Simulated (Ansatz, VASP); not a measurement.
## PtS2: VASP beside Ansatz

```
S Pt
1.0
     3.54153    0.00000    0.00000
    -1.77076    3.06705    0.00000
     0.00000    0.00000   22.46706
S Pt
4 2
Direct
  0.66667 0.33333 0.20029
  0.33333 0.66667 0.31083
  0.22222 0.77778 0.45371
  0.55556 0.44444 0.56425
  0.00000 0.00000 0.25556
  0.88889 0.11111 0.50898
```

Alike in both runs: task single point; functional PBE; dispersion D3(BJ); k mesh 9 × 9 × 1; occupations gaussian, width 0.05 eV; no spin polarisation.

```csv
,VASP,Ansatz
version,VASP 6.6.1,Ansatz 0.2.0
potentials or method,"VASP PAW PBE potentials, release 64 (S, Pt), cutoff 520 eV","scalar-relativistic, plane waves, PAW"
valence electrons in the cell,44,60
```

|  | VASP | Ansatz | Ansatz less VASP |
| --- | --- | --- | --- |
| gap on the k mesh at the Fermi level (eV) | 1.21 | 1.20 | -0.008 |
| least direct gap on the mesh (eV) | 1.35 | 1.34 | -0.009 |
| rms of the force components (eV/Å) | 0.071 | 0.060 | -0.0107 |

VASP's potentials hold 44 valence electrons a cell and Ansatz's 60, so a difference there can come from the potentials and not from the codes.

Spin-orbit coupling is off throughout.
